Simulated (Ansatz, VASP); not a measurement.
# GaSi62 in VASP and in Ansatz

```
Si Ga
1.0
    10.86000    0.00000    0.00000
     0.00000   10.86000    0.00000
     0.00000    0.00000   10.86000
Si Ga
62 1
Direct
  0.49928 0.99854 0.99825
  0.62620 0.12422 0.12408
  0.74929 0.25110 0.99929
  0.87523 0.37477 0.12523
  0.75162 0.00003 0.24871
  0.87626 0.12435 0.37565
  0.99871 0.00003 0.00162
  0.12565 0.12435 0.12626
  0.24997 0.25129 0.00162
  0.37584 0.37566 0.12434
  0.49859 0.50387 0.99613
  0.62428 0.62572 0.12361
  0.74613 0.75141 0.99613
  0.87434 0.87416 0.12434
  0.25090 0.99910 0.25132
  0.37651 0.12276 0.37724
  0.50041 0.24987 0.25013
  0.62620 0.37592 0.37578
  0.74929 0.50071 0.24890
  0.87408 0.62380 0.37578
  0.50755 0.99942 0.50058
  0.62738 0.12692 0.62498
  0.75162 0.25129 0.49997
  0.87434 0.37566 0.62584
  0.74825 0.99854 0.74928
  0.87408 0.12422 0.87620
  0.99890 0.50071 0.99929
  0.12578 0.62380 0.12408
  0.25146 0.75072 0.99825
  0.37522 0.87478 0.12512
  0.00027 0.24973 0.25027
  0.12565 0.37374 0.37565
  0.24997 0.49838 0.24871
  0.37498 0.62262 0.37308
  0.49996 0.75004 0.24983
  0.62738 0.87502 0.37308
  0.00132 0.99910 0.50090
  0.12724 0.12276 0.62651
  0.25090 0.24868 0.50090
  0.37522 0.37488 0.62522
  0.49928 0.50175 0.50146
  0.61797 0.63203 0.62905
  0.74825 0.75072 0.50146
  0.87512 0.87478 0.62522
  0.25058 0.99942 0.75755
  0.37498 0.12692 0.87738
  0.49996 0.25017 0.74996
  0.62428 0.37639 0.87428
  0.74613 0.50387 0.74859
  0.87361 0.62572 0.87428
  0.00013 0.74959 0.25013
  0.12724 0.87349 0.37724
  0.99871 0.49838 0.49997
  0.12308 0.62262 0.62498
  0.25058 0.74245 0.50058
  0.00013 0.24987 0.75041
  0.12578 0.37592 0.87620
  0.25146 0.50175 0.74928
  0.37905 0.63203 0.86797
  0.61797 0.87095 0.86797
  0.99983 0.75004 0.74996
  0.12308 0.87502 0.87738
  0.37660 0.87340 0.62660
```

Alike in both runs: functional PBE; dispersion D3(BJ); k mesh 1 × 1 × 1; occupations gaussian, width 0.02 eV; collinear spin.

Ansatz relaxed the structure, and its values are those at the end. VASP's run is a single point on that final structure, the one shown.

|  | VASP | Ansatz |
| --- | --- | --- |
| version | VASP 6.6.1 | Ansatz 0.2.0 |
| potentials or method | VASP PAW PBE potentials, release 64 (Si, Ga_d), cutoff 520 eV | scalar-relativistic, plane waves, PAW |
| valence electrons in the cell | 261 | 261 |

```csv
,VASP,Ansatz,Ansatz less VASP
rms of the force components (eV/Å),0.004,0.003,-0.0007
net moment per atom (μB),0.02,0.02,0.000
```
